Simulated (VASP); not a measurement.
FeO:

```xyz
2
Lattice="0.0000 2.3977 2.3977 2.3977 0.0000 2.3977 2.3977 2.3977 0.0000" Properties=species:S:1:pos:R:3 pbc="T T T"
Fe    0.0000    0.0000    0.0000
O     1.1988    1.1988    1.1988
```

Base run:

```yaml
Program: VASP 6.6.1
Functional: PBE
Potentials_or_basis: VASP PAW PBE potentials, release 64 (Fe_sv, O)
Cutoff: 600 eV
k_mesh: 10 × 10 × 10
Occupations: fermi-dirac, width 0.05 eV
Spin: collinear spin, ferromagnetic start
Starting_moments: "[3.0, 0.0] μB"
```

Its results: band gap on the k mesh zero (filled and empty bands overlap); pressure -15.1 GPa; net moment 4.03 μB per cell; site moments Fe +3.47; O +0.28 μB.

Question: The run is repeated on the same cell with these changes: potentials or basis from VASP PAW PBE potentials, release 64 (Fe_sv, O) to VASP PAW PBE potentials, release 64 (Fe, O); cutoff from 600 eV to 520 eV; further incar settings from ALGO = Normal; EDIFF = 1e-06; NBANDS = 22 to ALGO = Normal; EDIFF = 1e-06; NBANDS = 18; valence electrons from 22 to 14. What comes out?

Answer: Band gap on the k mesh zero (filled and empty bands overlap); pressure -13.5 GPa; net moment 4.02 μB per cell; site moments Fe +3.62; O +0.28 μB.

Caveats: a cell with one magnetic atom can't hold antiferromagnetic order, which such compounds often take; semilocal functionals often make such compounds metallic where correlation or magnetic order opens a gap, which also shifts bond lengths.
